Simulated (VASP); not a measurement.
# ScB63N64 (a cell with a defect) (Sc_B) in VASP: single point with PBE

Aim: the single point of ScB63N64 (a cell with a defect) (Sc_B) with PBE.

All numbers are computed with VASP 6.6.1; they aren't measurements. Logs are shortened: lines on timing, memory, paths and dates and some standing lists are left out, and cuts for length are marked.

**1. The cell of the first run**

The cell holds a defect, 128 atoms: a = 10.251 Å, b = 10.251 Å, c = 10.251 Å, α = 60.00°, β = 60.00°, γ = 60.00°.

**2. Single point, PBE, collinear spin**

INCAR

```
PREC = Accurate ; ENCUT = 520
EDIFF = 1E-6 ; ISMEAR = 0
SIGMA = 0.01 ; LREAL = Auto
LASPH = T ; NELM = 200
ALGO = Normal ; ISIF = 2
LWAVE = F ; LCHARG = F
ISPIN = 2 ; MAGMOM = 0 0 0 0 0 0 0 0 0 0 0 0 0 0 0 0 0 0 0 0 0 0 0 0 0 0 0 0 0 0 0 0 0 0 0 0 0 0 0 0 0 0 0 0 0 0 0 0 0 0 0 0 0 0 0 0 0 0 0 0 0 0 0 0 0.01 0 0.01 0 0 0 0 0 0.01 0 0.01 0 0 0 0 0 0 0 0 0.01 0 0.01 0 0 0 0 0 0.01 0 0.01 0 0 0.01 0 0.01 0 0 0 0 0 0.01 0 0.01 0 0 0 0 0 0 0 0 0.01 0 0.01 0 0 0 0 0 0.01 0 0.01 0 0.03
LORBIT = 11 ; NUPDOWN = 1.0
LMAXMIX = 4 ; GGA = PE
NBANDS = 334 ; NELECT = 521.0
GGA_COMPAT = F ; NCORE = 4
```

KPOINTS

```
Automatic mesh
0
Gamma
  1 1 1
  0.25 0.25 0.25
```

POSCAR

```
ScB63N64
1.0
    0.0000000000      7.2482207700      7.2482207700
    7.2482207700      0.0000000000      7.2482207700
    7.2482207700      7.2482207700      0.0000000000
B N Sc
63 64 1
Direct
   -0.0003279812     -0.0000010913      0.0004429401
   -0.0002286699      0.0000937234      0.2497192466
   -0.0004905486     -0.0001857137      0.5005383878
   -0.0003624493     -0.0000397540      0.7498178931
    0.0004614876      0.2499029172     -0.0001221441
   -0.0003764764      0.2508249415      0.2496506947
[... 120 lines left out ...]
    0.8124224572      0.8127342785      0.8123820658
    0.4997790940      0.4999761786      0.4979307720
```

Potentials or basis: VASP PAW PBE potentials, release 64 (B, N, Sc_sv).

Started as:

```
> cat potpaw_PBE.64/B/POTCAR potpaw_PBE.64/N/POTCAR potpaw_PBE.64/Sc_sv/POTCAR > POTCAR
> mpirun -np 4 vasp_std > vasp.out
```

OUTCAR:

```text
PREC = Accurate
   ENCUT = 520
   EDIFF = 1E-6
   ISMEAR = 0
   LREAL = Auto
   LASPH = T
   NELM = 200
   ISIF = 2
   ISPIN = 2
   LORBIT = 11
   NUPDOWN = 1.0
   GGA = PE
   NELECT = 521.0

 ion  position               nearest neighbor table
   1  1.000  1.000  0.000-  76 1.57 112 1.57  64 1.57  67 1.57
   2  1.000  0.000  0.250-  77 1.57 113 1.57  64 1.57  65 1.57
   3  1.000  1.000  0.501- 114 1.53  78 1.53  66 1.57  65 1.58
   4  1.000  1.000  0.750- 115 1.57  79 1.57  66 1.57  67 1.58
   5  0.000  0.250  1.000-  71 1.57  64 1.57  68 1.57 116 1.57
   6  1.000  0.251  0.250-  68 1.56 117 1.57  69 1.57  65 1.57
[... 119 lines left out ...]
 126  0.812  0.813  0.563-  50 1.56  15 1.56  62 1.56  63 1.57
 127  0.812  0.813  0.812-  51 1.55  16 1.55  60 1.55  63 1.57
 128  0.500  0.500  0.498- 105 1.88 102 1.88  90 1.89 106 1.90  42 2.61  39 2.61  27 2.61  57 2.62
                            45 2.62  54 2.62  40 2.62  28 2.62  31 2.62  58 2.63  43 2.63  46 2.63

  LATTYP: Found a face centered cubic cell.
 ALAT       =    14.4964415400

  Lattice vectors:

 A1 = (   0.0000000000,   7.2482207700,   7.2482207700)
 A2 = (   7.2482207700,   0.0000000000,   7.2482207700)
 A3 = (   7.2482207700,   7.2482207700,   0.0000000000)

Analysis of symmetry for initial positions (statically):
=====================================================================
 Subroutine PRICEL returns:
 Original cell was already a primitive cell.

 Routine SETGRP: Setting up the symmetry group for a
 face centered cubic supercell.

 Subroutine GETGRP returns: Found  1 space group operations
 (whereof  1 operations were pure point group operations)
 out of a pool of 48 trial point group operations.

The static configuration has the point symmetry C_1 .

Analysis of symmetry for dynamics (positions and initial velocities):
=====================================================================
 Subroutine PRICEL returns:
 Original cell was already a primitive cell.

 Routine SETGRP: Setting up the symmetry group for a
 face centered cubic supercell.

 Subroutine GETGRP returns: Found  1 space group operations
 (whereof  1 operations were pure point group operations)
 out of a pool of 48 trial point group operations.

The dynamic configuration has the point symmetry C_1 .

Analysis of structural, dynamic, and magnetic symmetry:
=====================================================================
 Subroutine PRICEL returns:
 Original cell was already a primitive cell.

[... 294 lines left out ...]
  ext. energy  EPLUGINS =         0.00000000
  ---------------------------------------------------
  free energy    TOTEN  =     -1096.16424116 eV

  energy without entropy =    -1096.16424116  energy(sigma->0) =    -1096.16424116

 E-fermi :   7.5603     XC(G=0): -12.8396

 val. band max:       11.8885758778   @ k =   0.2500   0.2500   0.2500
 cond. band min:      12.0336429468   @ k =   0.0000   0.0000  -0.2500
 fundamental gap:      0.1450670691
 Fermi energy:        11.9608647069

 spin component 1

 k-point     1 :       0.2500    0.2500    0.2500
  band No.  band energies     occupation
      1     -38.7465      1.00000
      2     -17.9980      1.00000
      3     -17.9862      1.00000
      4     -17.9635      1.00000
      5     -12.6932      1.00000
      6     -11.9494      1.00000
[... 1089 lines left out ...]
    271      13.9394      0.00000
    272      14.1407      0.00000
 Fermi energy:         7.5603248951

 spin component 2

 k-point     1 :       0.2500    0.2500    0.2500
  band No.  band energies     occupation
      1     -38.6971      1.00000
      2     -17.9688      1.00000
      3     -17.9533      1.00000
      4     -17.8764      1.00000
      5     -12.6801      1.00000
      6     -11.9368      1.00000
[... 1089 lines left out ...]
    271      13.9766      0.00000
    272      14.2135      0.00000
 [bands above 272 left out]

------------------------ aborting loop because EDIFF is reached ----------------------------------------

  FORCE on cell =-STRESS in cart. coord.  units (eV):
  Direction    XX          YY          ZZ          XY          YZ          ZX
  --------------------------------------------------------------------------------------
  -------------------------------------------------------------------------------------
  Total       49.7691073     49.7797498     49.4457523     -0.1946765     -0.8654192     -0.8322029
  in kB      104.6998836    104.7222725    104.0196378     -0.4095434     -1.8205930     -1.7507154
  external PRESSURE =     104.4805980 kB  Pullay stress =       0.0000000 kB

 VOLUME and BASIS-vectors are now :
 -----------------------------------------------------------------------------
  energy-cutoff  :      520.00
  volume of cell :      761.60
      direct lattice vectors                 reciprocal lattice vectors
     0.000000000  7.248220770  7.248220770    -0.068982446  0.068982446  0.068982446
     7.248220770  0.000000000  7.248220770     0.068982446 -0.068982446  0.068982446
     7.248220770  7.248220770  0.000000000     0.068982446  0.068982446 -0.068982446

 POSITION                                       TOTAL-FORCE (eV/Angst)
 -----------------------------------------------------------------------------------
      7.25142      7.24905     14.49406         0.023556      0.022826      0.027568
      1.81070      9.05658      7.24724         0.019096      0.018723      0.024033
     10.87489     10.87268     14.49154         0.023922      0.024273      0.031566
     12.68278     12.68044     14.49353         0.031149      0.031545      0.029383
      9.05869      7.25068      1.81470         0.032605      0.020706      0.024004
      3.62756      9.05502      9.06353         0.018996      0.039908      0.016807
[... 120 lines left out ...]
     11.77920     11.77694     11.77949        -0.028137     -0.029057     -0.030015
      7.23305      7.23162      7.24645         0.114998      0.110062      0.061191
 -----------------------------------------------------------------------------------
    total drift:                                0.007222      0.000640      0.001220

  FREE ENERGIE OF THE ION-ELECTRON SYSTEM (eV)
  ---------------------------------------------------
  free  energy   TOTEN  =     -1096.1642411593 eV

  energy  without entropy=    -1096.1642411593  energy(sigma->0) =    -1096.16424116

 total charge

# of ion       s       p       d       tot
------------------------------------------
    1        0.673   1.356   0.000   2.029
    2        0.673   1.357   0.000   2.030
    3        0.685   1.400   0.000   2.085
    4        0.673   1.357   0.000   2.030
    5        0.673   1.356   0.000   2.029
    6        0.673   1.354   0.000   2.027
[... 120 lines left out ...]
  127        1.213   2.779   0.000   3.993
  128        2.394   6.421   1.904  10.719
--------------------------------------------------
tot        122.678 269.630   1.904 394.212

 magnetization (x)

# of ion       s       p       d       tot
------------------------------------------
    1        0.000   0.002   0.000   0.002
    2        0.000   0.002   0.000   0.003
    3        0.000   0.002   0.000   0.002
    4        0.000   0.003   0.000   0.003
    5        0.000   0.003   0.000   0.003
    6        0.000   0.003   0.000   0.004
[... 120 lines left out ...]
  127        0.000  -0.001   0.000  -0.001
  128        0.001   0.014   0.050   0.065
--------------------------------------------------
tot          0.121   0.174   0.050   0.345
```

OSZICAR:

```text
N       E                     dE             d eps       ncg     rms          rms(c)
DAV:   1     0.282010762652E+04    0.28201E+04   -0.27620E+05  5344   0.155E+03
DAV:   2    -0.920240381703E+03   -0.37403E+04   -0.35858E+04  6408   0.368E+02
DAV:   3    -0.115230108088E+04   -0.23206E+03   -0.22744E+03  6432   0.103E+02
DAV:   4    -0.116375369652E+04   -0.11453E+02   -0.11414E+02  8624   0.259E+01
DAV:   5    -0.116384374778E+04   -0.90051E-01   -0.89755E-01  6520   0.189E+00    0.599E+01
DAV:   6    -0.110068328332E+04    0.63160E+02   -0.19354E+02  6984   0.251E+01    0.291E+01
DAV:   7    -0.109721061459E+04    0.34727E+01   -0.21558E+01  7808   0.104E+01    0.165E+01
DAV:   8    -0.109617985483E+04    0.10308E+01   -0.38828E+00  7392   0.402E+00    0.272E+00
DAV:   9    -0.109616458723E+04    0.15268E-01   -0.30116E-01  7424   0.138E+00    0.110E+00
DAV:  10    -0.109616182224E+04    0.27650E-02   -0.74975E-02  7184   0.543E-01    0.687E-01
DAV:  11    -0.109616424545E+04   -0.24232E-02   -0.10568E-02  7848   0.239E-01    0.330E-01
DAV:  12    -0.109616419554E+04    0.49908E-04   -0.11427E-03  6776   0.855E-02    0.151E-01
DAV:  13    -0.109616419826E+04   -0.27242E-05   -0.90611E-04  7688   0.620E-02    0.582E-02
DAV:  14    -0.109616422605E+04   -0.27789E-04   -0.68222E-05  8258   0.208E-02    0.246E-02
DAV:  15    -0.109616423753E+04   -0.11472E-04   -0.31596E-05  7112   0.111E-02    0.101E-02
DAV:  16    -0.109616424094E+04   -0.34188E-05   -0.54025E-06  6010   0.581E-03    0.848E-03
DAV:  17    -0.109616424116E+04   -0.21482E-06   -0.84564E-07  3856   0.268E-03
   1 F= -.10961642E+04 E0= -.10961642E+04  d E =-.188696E-25  mag=     1.0000
```

Wall time 30 min (4 MPI ranks of Intel Xeon Platinum 8488C (Sapphire Rapids), shared host); peak memory 0.68 GiB.

What came out:

```yaml
Free_energy: -1096.1642 eV
Largest_force: 0.171 eV/Å
Net_moment: 1.00 μB per cell
Site_moments: B +0.00, +0.01; N -0.00, +0.01, +0.00; Sc +0.07 μB
Valence_electrons_inside_the_program's_atomic_spheres: B 2.03, 2.08, 2.09, 2.02, 2.06, 2.07; N 3.98, 3.97, 4.00, 3.99, 3.95, 3.96, 4.08; Sc 10.72
```

Forces in eV/Å, atoms in the order of the input:
```
B    0.024  0.023  0.028
B    0.019  0.019  0.024
B    0.024  0.024  0.032
B    0.031  0.032  0.029
B    0.033  0.021  0.024
B    0.019  0.040  0.017
B    0.044  0.022  0.031
B    0.025  0.027  0.030
B    0.033  0.011  0.039
B    0.033  0.033  0.031
B    0.015  0.021  0.028
B    0.023  0.020  0.023
B    0.035  0.024  0.028
B    0.022  0.034  0.022
B    0.033  0.027  0.024
B    0.018  0.040  0.024
B    0.021  0.033  0.021
B    0.038  0.021  0.017
B    0.024  0.044  0.031
B    0.026  0.024  0.030
B    0.023  0.022  0.041
B    0.025  0.027  0.038
B    0.024  0.023  0.022
B    0.015  0.017  0.027
B    0.027  0.042  0.032
B    0.030  0.034  0.035
B    0.016  0.061  0.056
B    0.057  0.031  0.020
B    0.014  0.026  0.021
B    0.018  0.027  0.027
B    0.042  0.013  0.026
B    0.030  0.031  0.035
B    0.013  0.032  0.036
B    0.031  0.031  0.028
B    0.021  0.014  0.027
B    0.022  0.025  0.026
B    0.044  0.027  0.031
B    0.034  0.033  0.033
B    0.064  0.018  0.057
B    0.032  0.057  0.020
B    0.035  0.036  0.004
B    0.022  0.023  0.012
B    0.012  0.014 -0.037
B    0.031  0.026  0.025
B    0.018  0.031  0.035
B    0.028 -0.039  0.028
B    0.030  0.030  0.026
B    0.025  0.038  0.028
B    0.034  0.022  0.022
B    0.029  0.035  0.021
B    0.042  0.015  0.023
B    0.023  0.014  0.023
B    0.026  0.017  0.024
B    0.010  0.044  0.030
B    0.030  0.030  0.032
B    0.029  0.033  0.024
B    0.031  0.014  0.030
B   -0.041  0.030  0.026
B    0.030  0.030  0.026
B    0.027  0.030  0.026
B    0.028  0.026  0.036
B    0.020  0.023  0.022
B    0.024  0.023  0.030
N   -0.027 -0.026 -0.026
N   -0.018 -0.019 -0.022
N   -0.033 -0.032 -0.031
N   -0.027 -0.027 -0.027
N   -0.023 -0.027 -0.030
N   -0.027 -0.028 -0.028
N   -0.030 -0.024 -0.034
N   -0.027 -0.020 -0.027
N   -0.032 -0.033 -0.034
N   -0.028 -0.032 -0.022
N    0.001 -0.036 -0.037
N   -0.034 -0.014 -0.019
N   -0.022 -0.029 -0.027
N   -0.027 -0.023 -0.026
N   -0.026 -0.028 -0.021
N   -0.032 -0.028 -0.029
N   -0.026 -0.024 -0.028
N   -0.028 -0.028 -0.028
N   -0.025 -0.030 -0.034
N   -0.020 -0.028 -0.026
N   -0.026 -0.026 -0.026
N   -0.031 -0.032 -0.031
N   -0.032 -0.032 -0.030
N   -0.022 -0.019 -0.022
N   -0.027 -0.034 -0.029
N   -0.022 -0.033 -0.040
N   -0.025 -0.113 -0.111
N   -0.034 -0.027 -0.016
N   -0.025 -0.027 -0.022
N   -0.022 -0.029 -0.009
N   -0.040 -0.013 -0.026
N   -0.029 -0.029 -0.026
N   -0.033 -0.032 -0.033
N   -0.030 -0.028 -0.020
N   -0.037  0.001 -0.036
N   -0.017 -0.035 -0.019
N   -0.034 -0.030 -0.027
N   -0.035 -0.022 -0.037
N   -0.109 -0.027 -0.111
N   -0.028 -0.034 -0.016
N   -0.023 -0.021 -0.004
N   -0.091 -0.088  0.016
N    0.002  0.001  0.004
N   -0.016 -0.017 -0.005
N   -0.013 -0.037 -0.025
N   -0.026 -0.021 -0.042
N   -0.015 -0.012 -0.016
N   -0.030 -0.020 -0.025
N   -0.031 -0.023 -0.028
N   -0.024 -0.028 -0.026
N   -0.027 -0.028 -0.022
N   -0.027 -0.031 -0.029
N   -0.026 -0.025 -0.021
N   -0.027 -0.020 -0.008
N   -0.014 -0.042 -0.024
N   -0.028 -0.027 -0.029
N   -0.037 -0.013 -0.025
N   -0.021 -0.027 -0.040
N   -0.011 -0.018 -0.017
N   -0.022 -0.031 -0.023
N   -0.027 -0.026 -0.031
N   -0.027 -0.027 -0.025
N   -0.021 -0.021 -0.025
N   -0.028 -0.029 -0.030
Sc   0.115  0.110  0.061
```

Caveat: the k points lie up to 0.75 Å⁻¹ apart; the cell carries a net charge on a neutralising background, which shifts energy and pressure; the cell is charged against a uniform background, so pressure and absolute levels hang on convention; the total moment is fixed, so each spin has its own Fermi level.
